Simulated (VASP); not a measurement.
A run of VASP 6.6.1 is set up as follows.

Contents of INCAR:

```
SYSTEM = O
  PREC = Accurate
  ENCUT = 520
  EDIFF = 1E-7
  ISMEAR = -1
  SIGMA = 0.03
  LREAL = .FALSE.
  LASPH = .TRUE.
  NELM = 60
  ALGO = Normal
  ISIF = 2
  LWAVE = .FALSE.
  LCHARG = .FALSE.
  GGA = PE
  NBANDS = 13
```

Contents of KPOINTS:

```
Automatic mesh
0
G
  6 6 6
  0 0 0
```

POSCAR

```
O
1.0
    0.0000000000      2.1075500000      3.3448500000
    1.4783500000      0.0000000000      3.3448500000
    1.4783500000      2.1075500000      0.0000000000
O
2
Direct
    0.0871000000      0.0871000000      0.9129000000
    0.9129000000      0.9129000000      0.0871000000
```

Potentials or basis: VASP PAW PBE potentials, release 64 (O).

Launch:

```console
$ cat potpaw_PBE.64/O/POTCAR > POTCAR
$ mpirun -np 1 vasp_std > vasp.out
```

Estimate the largest force.

5.743 eV/Å.

Estimate the band gap on the k mesh.

zero (band 6 reaches 2.59 eV, above the bottom of band 7 at 0.92 eV).

Predict the pressure.

18.0 GPa.

Forces on the atoms (eV/Å):
```
O    0.000  0.000  5.743
O    0.000  0.000 -5.743
```

Caveat: the k points lie up to 0.46 Å⁻¹ apart; the standard files for N, O and F lose accuracy on very short bonds; spin is off for a triplet molecule; forces of over 1 eV/Å act on the atoms, so gaps and moduli don't describe the material at rest.
